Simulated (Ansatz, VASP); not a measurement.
One calculation of TiIn2Te3, two programs

INCAR

```
SYSTEM = TiIn2Te3
PREC = Accurate
ENCUT = 520
EDIFF = 1E-7
ISMEAR = 0
SIGMA = 0.1
LREAL = .False.
LASPH = .True.
NELM = 150
ALGO = Normal
ISIF = 2
LWAVE = .False.
LCHARG = .False.
ISPIN = 2
MAGMOM = 1 0 0 0 0 0
LORBIT = 11
LMAXMIX = 4
GGA = PE
NBANDS = 41
```

File KPOINTS:

```
Automatic mesh
0
Gamma
  3 3 4
  0 0 0
```

File POSCAR:

```
TiIn2Te3
1.0
    7.8222322241      0.0000000000      0.0000000000
   -3.9111161121      6.7742518204      0.0000000000
    0.0000000000      0.0000000000      3.9487133835
Ti In Te
1 2 3
Direct
    0.0000000000      0.0000000000      0.5000000000
    0.6666666667      0.3333333333      0.5000000000
    0.3333333333      0.6666666667      0.5000000000
    0.0000000000      0.5000000000      0.0000000000
    0.5000000000      0.5000000000      0.0000000000
    0.5000000000      0.0000000000      0.0000000000
```

Input for Ansatz:

```yaml
crystal:
  lattice:
    - [7.8222322241, 0.0, 0.0]
    - [-3.9111161121, 6.7742518204, 0.0]
    - [0.0, 0.0, 3.9487133835]
  atoms:
    - { symbol: Ti, position: [0.0, 0.0, 0.5], spin: 1.0 }
    - { symbol: In, position: [0.6666666667, 0.3333333333, 0.5] }
    - { symbol: In, position: [0.3333333333, 0.6666666667, 0.5] }
    - { symbol: Te, position: [0.0, 0.5, 0.0] }
    - { symbol: Te, position: [0.5, 0.5, 0.0] }
    - { symbol: Te, position: [0.5, 0.0, 0.0] }
basis:
  ecutwfc: 420
kpoints:
  mp_grid: { grid: [3, 3, 4] }
hamiltonian:
  xc: pbe
scf:
  occupations: { method: gaussian, width: 0.1 }
  lower_state_search: "off"
output:
  forces: true
  stress: true
  eigenvalues: true
  populations: true
magnetization:
  spin_polarized: true
```

Change from the starting cell: species swapped into the NdB2Ir3 type (P6/mmm, No. 191).

Alike in both runs: task single point; functional PBE; k mesh 3 × 3 × 4; occupations gaussian, width 0.1 eV; collinear spin.

|  | VASP | Ansatz |
| --- | --- | --- |
| version | VASP 6.6.1 | Ansatz 0.2.0 |
| potentials or method | VASP PAW PBE potentials, release 64 (Ti_sv, In_d, Te), cutoff 520 eV | scalar-relativistic, plane waves, PAW |
| valence electrons in the cell | 56 | 86 |

Ansatz gave:

* gap on the k mesh at the Fermi level (eV): none
* pressure (GPa): 0.8
* traceless stress, the component that is largest in VASP (GPa): 1.32
* net moment per atom (μB): 0.38
* size of the moment on the site where the two differ most (μB): 2.51

Problem. Estimate VASP's values.

Solution. gap on the k mesh at the Fermi level (eV): none; pressure (GPa): 0.5; traceless stress, the component that is largest in VASP (GPa): 1.09; net moment per atom (μB): 0.09; size of the moment on the site where the two differ most (μB): 0.10.

The net moments are unlike, so the other rows may belong to different states. Site moments also hang on the region over which each program counts them. A gap of «none» marks a metal or a gap that the smearing closes. VASP's potentials hold 56 valence electrons a cell and Ansatz's 86, so a difference there can come from the potentials and not from the codes.

The k mesh is coarse, so the values compare programs but aren't converged. Neither program's run includes spin-orbit coupling.
